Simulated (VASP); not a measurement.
# Sn (I4/mmm) in VASP: single point with r2SCAN

Aim: the single point of Sn with r2SCAN.

Program: VASP 6.6.1. These are calculated values, not measurements. Logs are shortened: lines on timing, memory, paths and dates and some standing lists are left out, and cuts for length are marked.

**1. The cell of the first run**

The structure is tetragonal, space group I4/mmm (No. 139). Conventional cell: a = 4.358 Å, b = 4.358 Å, c = 3.789 Å, α = 90.00°, β = 90.00°, γ = 90.00°. Within 4.8 Å of Sn (site symmetry 4/mmm) lie 14 Sn at 3.62 to 4.36 Å.

**2. Single point, r2SCAN (strain +0.1500 x Voigt [1, 1, 0, 0, 0, 0])**

POSCAR reads:

```
Sn
1.0
   -2.1788495921      2.1788495921      1.8946518192
    2.1788495921     -2.1788495921      1.8946518192
    2.1788495921      2.1788495921     -1.8946518192
Sn
1
Direct
    0.0000000000      0.0000000000      0.0000000000
```

INCAR.step1 reads:

```
PREC = Accurate
ENCUT = 520
ISMEAR = 0
SIGMA = 0.15
LREAL = False
LASPH = True
NELM = 80
NBANDS = 13
GGA = PE
ALGO = Normal
EDIFF = 1E-4
LWAVE = True
LCHARG = False
```

INCAR.step2 reads:

```
PREC = Accurate
ENCUT = 520
EDIFF = 1E-6
ISMEAR = 0
SIGMA = 0.15
LREAL = False
LASPH = True
NELM = 80
ALGO = Normal
ISIF = 2
LWAVE = False
LCHARG = False
METAGGA = R2SCAN
LMIXTAU = True
NBANDS = 13
ISTART = 1
```

KPOINTS reads:

```
Automatic mesh
0
Gamma
  18 18 18
```

Potentials or basis: VASP PAW PBE potentials, release 64 (Sn_d).

Started as:

```console
cat potpaw_PBE.64/Sn_d/POTCAR > POTCAR
cp INCAR.step1 INCAR
mpirun -np 1 vasp_std > vasp.out
cp INCAR.step2 INCAR
mpirun -np 1 vasp_std > vasp.out
```

OUTCAR:

```text
PREC = Accurate
   ENCUT = 520
   EDIFF = 1E-6
   ISMEAR = 0
   LREAL = False
   LASPH = True
   NELM = 80
   ISIF = 2
   METAGGA = R2SCAN
   ISTART = 1

 ion  position               nearest neighbor table
   1  0.000  0.000  0.000-

  LATTYP: Found a body centered tetragonal cell.
 ALAT       =     4.3576991842
 C/A-ratio  =     0.8695652174

  Lattice vectors:

 A1 = (  -2.1788495921,   2.1788495921,   1.8946518192)
 A2 = (   2.1788495921,  -2.1788495921,   1.8946518192)
 A3 = (   2.1788495921,   2.1788495921,  -1.8946518192)

Analysis of symmetry for initial positions (statically):
=====================================================================
 Subroutine PRICEL returns:
 Original cell was already a primitive cell.

 Routine SETGRP: Setting up the symmetry group for a
 body centered tetragonal supercell.

 Subroutine GETGRP returns: Found 16 space group operations
 (whereof 16 operations were pure point group operations)
 out of a pool of 16 trial point group operations.

The static configuration has the point symmetry D_4h.

Analysis of symmetry for dynamics (positions and initial velocities):
=====================================================================
 Subroutine PRICEL returns:
 Original cell was already a primitive cell.

 Routine SETGRP: Setting up the symmetry group for a
 body centered tetragonal supercell.

 Subroutine GETGRP returns: Found 16 space group operations
 (whereof 16 operations were pure point group operations)
 out of a pool of 16 trial point group operations.

The dynamic configuration has the point symmetry D_4h.

 Subroutine INISYM returns: Found 16 space group operations
 (whereof 16 operations are pure point group operations),
 and found     1 'primitive' translations

----------------------------------------------------------------------------------------

                                     Primitive cell

  volume of cell :      35.9786

  direct lattice vectors                    reciprocal lattice vectors
    -2.178849592  2.178849592  1.894651819     0.000000000  0.229478896  0.263900731
     2.178849592 -2.178849592  1.894651819     0.229478896  0.000000000  0.263900731
     2.178849592  2.178849592 -1.894651819     0.229478896  0.229478896  0.000000000

  length of vectors
     3.617247103  3.617247103  3.617247103     0.349720116  0.349720116  0.324532168

  position of ions in fractional coordinates (direct lattice)
     0.000000000  0.000000000  0.000000000

  ion indices of the primitive-cell ions
   primitive index   ion index
[... 81 lines left out ...]
   POTIM  = 0.5000    time-step for ionic-motion
   TEBEG  =    0.0;   TEEND  =   0.0 temperature during run
   PSTRESS=    0.0 pullay stress
   NELECT =      14.0000    total number of electrons
   NUPDOWN=      -1.0000    fix difference up-down
   EMIN   =  10.00;   EMAX   =-10.00  energy-range for DOS
   EFERMI =   0.00;   METHOD = LEGACY
   ISMEAR =     0;   SIGMA  =   0.15  broadening in eV -4-tet -1-fermi 0-gaus
   EFERMI_NEDOS =   21; number of points for ismear=-14 and -15
   IALGO  =     38    algorithm
   IMIX   =      4    mixing-type and parameters
     AMIX     =   0.40;   BMIX     =  1.00
     AMIX_MAG =   1.60;   BMIX_MAG =  1.00
  volume/ion in A,a.u.               =      35.98       242.80
  Fermi-wavevector in a.u.,A,eV,Ry     =   1.195188  2.258578 19.435572  1.428474
  Thomas-Fermi vector in A             =   2.331160
   LORBIT       =      0    0 simple, 1 ext, 2 COOP (PROOUT), +10 PAW based schemes
   METAGGA = R2SCAN    functional components
   LHFCALC =     F    Hartree Fock is set to
   AEXX    =    0.0000 exact exchange contribution
   IVDW    =     0    specifies the selected vdW correction
   LEPSILON=     F    determine dielectric tensor
   LRPA    =     F    only Hartree local field effects (RPA)
 non-spin polarized calculation
 Gauss-broadening in eV      SIGMA  =   0.15
  energy-cutoff  :      520.00
  volume of cell :       35.98
 maximum number of plane-waves:       981
   NGX = 13   NGY = 13   NGZ = 13

 number of electron      14.0000002 magnetization

 Free energy of the ion-electron system (eV)
  ---------------------------------------------------
  ext. energy  EPLUGINS =         0.00000000
  ---------------------------------------------------
  free energy    TOTEN  =       -24.24431768 eV

  energy without entropy =      -24.23689893  energy(sigma->0) =      -24.24060831

 E-fermi :   5.0520     XC(G=0):  -9.8219

 val. band max:        5.0440240471   @ k =  -0.2778   0.2778   0.1111
 cond. band min:       5.0637023921   @ k =  -0.3333   0.3333   0.3333
 fundamental gap:      0.0196783451
 Fermi energy:         5.0519955417

 k-point     1 :       0.0000    0.0000    0.0000
  band No.  band energies     occupation
      1     -17.1653      2.00000
      2     -17.1442      2.00000
      3     -17.1442      2.00000
      4     -17.1151      2.00000
      5     -17.0839      2.00000
      6      -4.7869      2.00000
      7      10.6756      0.00000
      8      10.6756      0.00000
      9      11.6456      0.00000
     10      14.9255      0.00000
     11      16.0247      0.00000
     12      17.2090      0.00000
     13      17.2090      0.00000
[... 354 lines left out ...]
  band No.  band energies     occupation
      1     -17.1613      2.00000
      2     -17.1401      2.00000
      3     -17.1197      2.00000
      4     -17.1088      2.00000
      5     -17.0908      2.00000
      6      -4.0640      2.00000
      7       7.7434      0.00000
      8       8.9977      0.00000
      9      10.1547      0.00000
     10      13.8923      0.00000
     11      14.5886      0.00000
     12      17.3513      0.00000
     13      18.0062      0.00000

 [... further k-points ...]

------------------------ aborting loop because EDIFF is reached ----------------------------------------

  FORCE on cell =-STRESS in cart. coord.  units (eV):
  Direction    XX          YY          ZZ          XY          YZ          ZX
  --------------------------------------------------------------------------------------
  -------------------------------------------------------------------------------------
  Total       -1.6214111     -1.6214111     -1.8883625      0.0000000      0.0000000      0.0000000
  in kB      -72.2037619    -72.2037619    -84.0914882      0.0000000      0.0000000      0.0000000
  external PRESSURE =     -76.1663373 kB  Pullay stress =       0.0000000 kB

 VOLUME and BASIS-vectors are now :
 -----------------------------------------------------------------------------
  energy-cutoff  :      520.00
  volume of cell :       35.98
      direct lattice vectors                 reciprocal lattice vectors
    -2.178849592  2.178849592  1.894651819     0.000000000  0.229478896  0.263900731
     2.178849592 -2.178849592  1.894651819     0.229478896  0.000000000  0.263900731
     2.178849592  2.178849592 -1.894651819     0.229478896  0.229478896  0.000000000

 POSITION                                       TOTAL-FORCE (eV/Angst)
 -----------------------------------------------------------------------------------
      0.00000      0.00000      0.00000         0.000000      0.000000     -0.000000
 -----------------------------------------------------------------------------------
    total drift:                               -0.000000     -0.000000     -0.000000

  FREE ENERGIE OF THE ION-ELECTRON SYSTEM (eV)
  ---------------------------------------------------
  free  energy   TOTEN  =       -24.2443176811 eV

  energy  without entropy=      -24.2368989336  energy(sigma->0) =      -24.24060831
```

OSZICAR.step1:

```text
N       E                     dE             d eps       ncg     rms          rms(c)
DAV:   1     0.806417567510E+02    0.80642E+02   -0.72176E+03 12806   0.144E+03
DAV:   2     0.261675860043E+01   -0.78025E+02   -0.75853E+02 13325   0.329E+02
DAV:   3    -0.343325126242E+01   -0.60500E+01   -0.60310E+01 14855   0.760E+01
DAV:   4    -0.357219608125E+01   -0.13894E+00   -0.13891E+00 14907   0.124E+01
DAV:   5    -0.357755038765E+01   -0.53543E-02   -0.53542E-02 16868   0.233E+00    0.828E-01
DAV:   6    -0.357172798375E+01    0.58224E-02   -0.96198E-03 15944   0.141E+00    0.465E-01
DAV:   7    -0.357054029535E+01    0.11877E-02   -0.70183E-03 15605   0.110E+00    0.765E-02
DAV:   8    -0.357054114514E+01   -0.84979E-06   -0.73839E-04 15210   0.436E-01
   1 F= -.35705411E+01 E0= -.35667904E+01  d E =-.750143E-02
```

Wall time 7.5 min (1 thread of Intel Xeon Platinum 8488C (Sapphire Rapids), shared host); peak memory 0.32 GiB.

What came out:

* Free energy: -24.2443 eV
* Pressure: -7.6 GPa
* Band gap on the k mesh: zero (band 7 reaches 10.68 eV, above the bottom of band 8 at 3.42 eV)

Caveat: the cell differs from its parent crystal (strain +0.1500 x Voigt [1, 1, 0, 0, 0, 0]); the PAW data sets were made with another functional, which shifts forces and pressure a little; spin-orbit coupling is left out, which moves the levels of the heavy elements.
